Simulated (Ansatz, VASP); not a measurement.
## Two plane-wave programs on MnF2

```xyz
3
Lattice="3.3743 0.0000 0.0000 -1.6872 2.9222 0.0000 0.0000 0.0000 4.9576" Properties=species:S:1:pos:R:3 pbc="T T T"
Mn    0.0000    0.0000    0.0000
F     0.0000    1.9482    0.9631
F     1.6872    0.9741    3.9945
```

Alike in both runs: task single point; functional PBE; dispersion D3(BJ); k mesh 8 × 8 × 6; occupations gaussian, width 0.05 eV; collinear spin; Hubbard terms Mn d U = 3.9 eV.

|  | VASP | Ansatz |
| --- | --- | --- |
| version | VASP 6.6.1 | Ansatz 0.2.0 |
| potentials or method | VASP PAW PBE potentials, release 64 (Mn_pv, F), cutoff 600 eV | scalar-relativistic, plane waves, PAW |
| valence electrons in the cell | 27 | 29 |

VASP gave:

- gap on the k mesh at the Fermi level (eV): 3.10
- pressure (GPa): -2.0
- traceless stress, the component that is largest in VASP (GPa): 0.20
- rms of the force components (eV/Å): 0.017
- net moment per atom (μB): 1.67
- size of the moment on the site where the two differ most (μB): 4.68

Task: What did Ansatz give for the same quantities?

Result: gap on the k mesh at the Fermi level (eV): 3.18; pressure (GPa): -1.2; traceless stress, the component that is largest in VASP (GPa): 0.03; rms of the force components (eV/Å): 0.000; net moment per atom (μB): 1.67; size of the moment on the site where the two differ most (μB): 4.30.

Site moments also hang on the region over which each program counts them. The programs project onto different local orbitals, so the same U acts differently, and such runs can settle in different states. Atom by atom the forces differ by 0.017 eV/Å (rms over components). VASP's potentials hold 27 valence electrons a cell and Ansatz's 29, so a difference there can come from the potentials and not from the codes.
